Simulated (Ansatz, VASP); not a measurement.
One calculation of Se, two programs

```
Se
1.0
     3.82823    0.00000    0.00000
    -1.91412    3.31535    0.00000
     0.00000    0.00000    5.79058
Se
3
Direct
  0.26271 0.00000 0.33333
  0.00000 0.26271 0.66667
  0.73729 0.73729 0.00000
```

Alike in both runs: task single point; functional PBE; dispersion D3(BJ); k mesh 9 × 9 × 8; occupations gaussian, width 0.05 eV; no spin polarisation.

|  | VASP | Ansatz |
| --- | --- | --- |
| version | VASP 6.6.1 | Ansatz 0.2.0 |
| potentials or method | VASP PAW PBE potentials, release 64 (Se), cutoff 520 eV | scalar-relativistic, plane waves, PAW |
| valence electrons in the cell | 18 | 48 |

```tsv
	VASP	Ansatz	Ansatz less VASP
gap on the k mesh at the Fermi level (eV)	none	none	-
pressure (GPa)	-5.4	-5.4	-0.03
traceless stress, the component that is largest in VASP (GPa)	-6.89	-6.91	-0.022
rms of the force components (eV/Å)	0.258	0.261	+0.0031
```

Atom by atom the forces differ by 0.003 eV/Å (rms over components). A gap of «none» marks a metal or a gap that the smearing closes. VASP's potentials hold 18 valence electrons a cell and Ansatz's 48, so a difference there can come from the potentials and not from the codes.
